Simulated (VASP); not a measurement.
Wanted: the native input for a VASP 6.6.1 run.

- Task: single point
- Functional: r2SCAN
- Potentials or basis: VASP PAW PBE potentials, release 64 (C)
- Cutoff: 660 eV
- k mesh: 10 × 10 × 3
- Occupations: methfessel-paxton, width 0.05 eV
- Spin: no spin polarisation
- Dipole correction: no
- Further INCAR settings: ALGO = Normal; EDIFF = 1e-06; NBANDS = 16

The system is C.

```
C
1.0
     1.22805   -2.12706    0.00000
     1.22805    2.12706    0.00000
     0.00000    0.00000    7.17327
C
4
Direct
  0.08338 0.91662 0.75314
  0.58338 0.41662 0.24686
  0.91662 0.08338 0.24686
  0.41662 0.58338 0.75314
```

The input as run:

POSCAR

```
C
1.0
    1.2280500000     -2.1270600000      0.0000000000
    1.2280500000      2.1270600000      0.0000000000
    0.0000000000      0.0000000000      7.1732700000
C
4
Direct
    0.0833800000      0.9166200000      0.7531400000
    0.5833800000      0.4166200000      0.2468600000
    0.9166200000      0.0833800000      0.2468600000
    0.4166200000      0.5833800000      0.7531400000
```

INCAR.step1

```
SYSTEM = C
PREC = Accurate
ENCUT = 660
ISMEAR = 1
SIGMA = 0.05
LREAL = .False.
LASPH = .True.
NELM = 120
NBANDS = 16
GGA = PE
ALGO = Normal
EDIFF = 1E-5
LWAVE = .True.
LCHARG = .False.
GGA_COMPAT = .False.
```

INCAR.step2

```
SYSTEM = C
PREC = Accurate
ENCUT = 660
EDIFF = 1E-6
ISMEAR = 1
SIGMA = 0.05
LREAL = .False.
LASPH = .True.
NELM = 120
ALGO = Normal
ISIF = 2
LWAVE = .False.
LCHARG = .False.
METAGGA = R2SCAN
LMIXTAU = .True.
NBANDS = 16
ISTART = 1
GGA_COMPAT = .False.
```

KPOINTS

```
Automatic mesh
0
Gamma
  10 10 3
  0 0 0
```

Potentials or basis: VASP PAW PBE potentials, release 64 (C).

Launch:

```console
$ cat potpaw_PBE.64/C/POTCAR > POTCAR
$ cp INCAR.step1 INCAR
$ mpirun -np 1 vasp_std > vasp.out
$ cp INCAR.step2 INCAR
$ mpirun -np 1 vasp_std > vasp.out
```

Results of the run:

```json
{
  "Pressure": "-0.1 GPa",
  "Largest force": "0.017 eV/Å"
}
```

Caveat: the PAW data sets were made with another functional, which shifts forces and pressure a little.

Run time: 2.9 min on 1 thread of Intel(R) Xeon(R) Platinum 8488C (Sapphire Rapids), on a shared host, peak memory 0.19 GiB.
